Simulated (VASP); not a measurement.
F, 1 atom in the cell. Symmetry: Fm-3m, No. 225, cubic system. The conventional cell has a = 2.808 Å, b = 2.808 Å, c = 2.808 Å, α = 90.00°, β = 90.00°, γ = 90.00°. Within 2.6 Å of F (site symmetry m-3m) lie 12 F at 1.99 Å.  This cell differs from its parent crystal: volume scaled by 0.6.

```yaml
Program: VASP 6.6.1
Task: single point
Functional: PBEsol
Potentials_or_basis: VASP PAW PBE potentials, release 64 (F)
Cutoff: 520 eV
k_mesh: 19 × 19 × 19
Occupations: fermi-dirac, width 0.08 eV
Spin: no spin polarisation
Dipole_correction: no
Further_INCAR_settings: ALGO = Normal; EDIFF = 1e-06; NBANDS = 10
```

Potentials or basis: VASP PAW PBE potentials, release 64 (F).

The run is started by

```bash
$ cat potpaw_PBE.64/F/POTCAR > POTCAR
$ mpirun -np 1 vasp_std > vasp.out
```

Hardware: 1 thread of Intel(R) Xeon(R) 6975P-C (Granite Rapids) (shared host).

Estimate the wall time of this run.

It took 2.6 s on 1 thread of Intel(R) Xeon(R) 6975P-C (Granite Rapids), with other jobs on the host, peak memory 0.11 GiB. Counts: scf iterations 9, k points 220.
